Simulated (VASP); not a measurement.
## Ge: single point with PBEsol

Crystal: Ge.

```
CELL_PARAMETERS angstrom
2.92749 0.00000 0.00000
-1.46374 2.53528 0.00000
0.00000 0.00000 4.95772
ATOMIC_POSITIONS crystal
Ge 0.33333 0.66667 0.25000
Ge 0.66667 0.33333 0.75000
```

This isn't the form of Ge at room conditions, which is diamond.

```json
{
  "Program": "VASP 6.6.1",
  "Task": "single point",
  "Functional": "PBEsol",
  "Potentials or basis": "VASP PAW PBE potentials, release 64 (Ge_d)",
  "Cutoff": "520 eV",
  "k mesh": "15 × 15 × 8",
  "Occupations": "fermi-dirac, width 0.08 eV",
  "Spin": "no spin polarisation",
  "Dipole correction": "no",
  "Further INCAR settings": "ALGO = Normal; EDIFF = 1e-07; NBANDS = 21"
}
```

```json
{
 "Pressure": "0.0 GPa",
 "Band gap on the k mesh": "zero (bands 14 and 15 overlap by 10.59 eV)"
}
```

Levels at points of the mesh, in eV from the Fermi level:
```
           k point  band 10  band 11  band 12  band 13  band 14  band 15  band 16  band 17  band 18  band 19
(0.00, 0.00, 0.00)   -24.52   -13.36    -8.34    -5.77     7.52     7.52     8.63     9.32     9.32    12.45
(0.00, 0.00, 0.50)   -24.54   -11.86   -11.86     0.69     0.69     8.48     8.48     8.48     8.48    13.54
```

Wall time 87 s on 1 thread of Intel Xeon 8259CL, with other jobs on the host, peak memory 0.22 GiB.

Caveat: the PAW data sets were made with another functional, which shifts forces and pressure a little.
